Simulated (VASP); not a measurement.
Runs of VASP 6.6.1 on P. The structure is that of space group Fm-3m (No. 225), or close to it. The cells are those of the table. 

```tsv
task	cell	k mesh	cutoff (eV)	gap on the mesh (eV)	pressure (GPa)
relaxation of cell and atoms	relaxed to 450 GPa from a = 2.044 Å, angles 60.0°, 1 atom	22 × 22 × 22	600	none	450.0
single point	a = 2.044 Å, angles 60.0°, 1 atom	22 × 22 × 22	520	none	(a)
relaxation of cell and atoms	relaxed from a = 2.768 Å, angles 60.0°, 1 atom	17 × 17 × 17	600	none	0.0
single point	a = 2.044 Å, angles 60.0°, 1 atom	22 × 22 × 22	500	none	441.9
```

Alike in all rows: level PBE; potentials or basis VASP PAW PBE potentials, release 64 (P); no spin polarisation; smearing fermi-dirac 0.08 eV.

Q: Fill in the values left out.

A: (a) 441.8.

Caveats: the cell is relaxed towards a set pressure, so the enthalpy falls and the energy may rise (some runs).

A gap of «none» marks levels without a gap at the run's occupations.
